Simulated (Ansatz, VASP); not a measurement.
**Nb in VASP and in Ansatz**

Contents of POSCAR:

```
Nb
1.0
    0.0000000000      2.1150000000      1.9458000000
    2.1150000000      0.0000000000      1.9458000000
    2.1150000000      2.1150000000      0.0000000000
Nb
1
Direct
    0.0000000000      0.0000000000      0.0000000000
```

INCAR.step1

```
  PREC = Accurate
  ENCUT = 520
  ISMEAR = 0
  SIGMA = 0.15
  LREAL = False
  LASPH = True
  NELM = 100
  NBANDS = 12
  GGA = PE
  ALGO = Normal
  EDIFF = 1E-4
  LWAVE = True
  LCHARG = False
```

Contents of INCAR.step2:

```
  PREC = Accurate
  ENCUT = 520
  EDIFF = 1E-6
  ISMEAR = 0
  SIGMA = 0.15
  LREAL = False
  LASPH = True
  NELM = 100
  ALGO = Normal
  ISIF = 2
  LWAVE = False
  LCHARG = False
  METAGGA = R2SCAN
  LMIXTAU = True
  NBANDS = 12
  ISTART = 1
```

Contents of KPOINTS:

```
regular mesh
0
Gamma
  20 20 20
```

Input for Ansatz:

```yaml
crystal:
  lattice:
    - [0.0, 2.115, 1.9458]
    - [2.115, 0.0, 1.9458]
    - [2.115, 2.115, 0.0]
  atoms:
    - { symbol: Nb, position: [0.0, 0.0, 0.0] }
basis:
  ecutwfc: 500
kpoints:
  mp_grid: { grid: [20, 20, 20] }
hamiltonian:
  xc: r2scan
scf:
  occupations: { method: gaussian, width: 0.15 }
output:
  forces: true
  stress: true
  eigenvalues: true
```

Change from the starting cell: strain +0.000 along x and y, -0.080 along z, atoms carried along.

Alike in both runs: task single point; functional r2SCAN; k mesh 20 × 20 × 20; occupations gaussian, width 0.15 eV; no spin polarisation.

```csv
,VASP,Ansatz
version,VASP 6.6.1,Ansatz 0.2.0
potentials or method,"VASP PAW PBE potentials, release 64 (Nb_sv), cutoff 520 eV","scalar-relativistic, plane waves, PAW"
valence electrons in the cell,13,13
```

|  | VASP | Ansatz | Ansatz less VASP |
| --- | --- | --- | --- |
| gap on the k mesh at the Fermi level (eV) | none | none | - |
| pressure (GPa) | 11.7 | 11.9 | +0.22 |
| traceless stress, the component that is largest in VASP (GPa) | -14.40 | -14.44 | -0.048 |

VASP's potentials were made for PBE, not for r2SCAN. A gap of «none» marks a metal or a gap that the smearing closes.
